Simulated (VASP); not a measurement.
BP: single point with PBE

BP:

```xyz
2
Lattice="0.0000 2.3651 2.2742 2.2742 0.0000 2.2742 2.2742 2.3651 0.0000" Properties=species:S:1:pos:R:3 pbc="T T T"
B     0.0000    0.0000    0.0000
P     3.4112    3.5477    3.4112
```

This cell differs from its parent crystal: strain +0.0400 x Voigt [0, 1, 0, 0, 0, 0].

```yaml
Program: VASP 6.6.1
Task: single point
Functional: PBE
Potentials_or_basis: VASP PAW PBE potentials, release 64 (B, P)
Cutoff: 520 eV
k_mesh: 10 × 10 × 10
Occupations: gaussian, width 0.05 eV
Spin: no spin polarisation
Dipole_correction: no
Further_INCAR_settings: ALGO = Normal; EDIFF = 1e-06; NBANDS = 11
```

The pressure is -6.1 GPa and the band gap on the k mesh is 1.01 eV, indirect (least direct gap 3.14 eV).

Stress tensor (GPa, compression positive):
```
 -2.55   0.00   0.00
  0.00 -13.17   0.00
  0.00   0.00  -2.55
```

Levels at points of the mesh, in eV from the valence-band top:
```tsv
k point	band 1	band 2	band 3	band 4	band 5	band 6	band 7	band 8
(0.00, 0.00, 0.00)	-15.19	-0.39	0.00	0.00	3.14	3.14	3.36	6.52
(0.50, 0.00, 0.00)	-12.03	-8.84	-2.08	-1.58	3.21	4.55	4.73	9.85
(0.50, 0.50, 0.00)	-10.45	-8.37	-4.24	-4.16	1.15	1.40	11.14	11.87
(0.50, 0.00, 0.50)	-10.81	-8.70	-3.82	-3.82	1.58	1.93	11.56	11.56
```

Wall time 7.3 s on 1 thread of Intel(R) Xeon(R) 6975P-C (Granite Rapids), on a shared host, peak memory 0.14 GiB.

Caveat: the cell differs from its parent crystal (strain +0.0400 x Voigt [0, 1, 0, 0, 0, 0]). A k mesh can miss the band edges.
